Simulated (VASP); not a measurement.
A run of VASP 6.6.1 is set up as follows.

Contents of POSCAR:

```
Ca
1.0
    0.0000000000      2.8857949166      2.8857949166
    2.8857949166      0.0000000000      2.8857949166
    2.8857949166      2.8857949166      0.0000000000
Ca
1
Direct
    0.0000000000      0.0000000000      0.0000000000
```

The input INCAR.step1:

```
  PREC = Accurate
  ENCUT = 520
  ISMEAR = -1
  SIGMA = 0.05
  LREAL = False
  LASPH = True
  NELM = 100
  NBANDS = 11
  GGA = PE
  ALGO = Normal
  EDIFF = 1E-4
  LWAVE = True
  LCHARG = False
```

File INCAR.step2:

```
  PREC = Accurate
  ENCUT = 520
  EDIFF = 1E-6
  ISMEAR = -1
  SIGMA = 0.05
  LREAL = False
  LASPH = True
  NELM = 100
  ALGO = Normal
  ISIF = 2
  LWAVE = False
  LCHARG = False
  METAGGA = R2SCAN
  LMIXTAU = True
  LUSE_VDW = True
  IVDW_NL = 2
  BPARAM = 11.95
  CPARAM = 0.0093
  NBANDS = 11
  ISTART = 1
```

The input KPOINTS:

```
regular mesh
0
Gamma
  8 8 8
```

Potentials or basis: VASP PAW PBE potentials, release 64 (Ca_sv).

Command:

```sh
$ cat potpaw_PBE.64/Ca_sv/POTCAR > POTCAR
$ cp INCAR.step1 INCAR
$ mpirun -np 1 vasp_std > vasp.out
$ cp INCAR.step2 INCAR
$ mpirun -np 1 vasp_std > vasp.out
```

What does it give for the band gap on the k mesh?

Zero (bands 5 and 6 overlap by 0.69 eV).

Predict the pressure.

-1.7 GPa.

Caveat: the PAW data sets were made with another functional, which shifts forces and pressure a little.
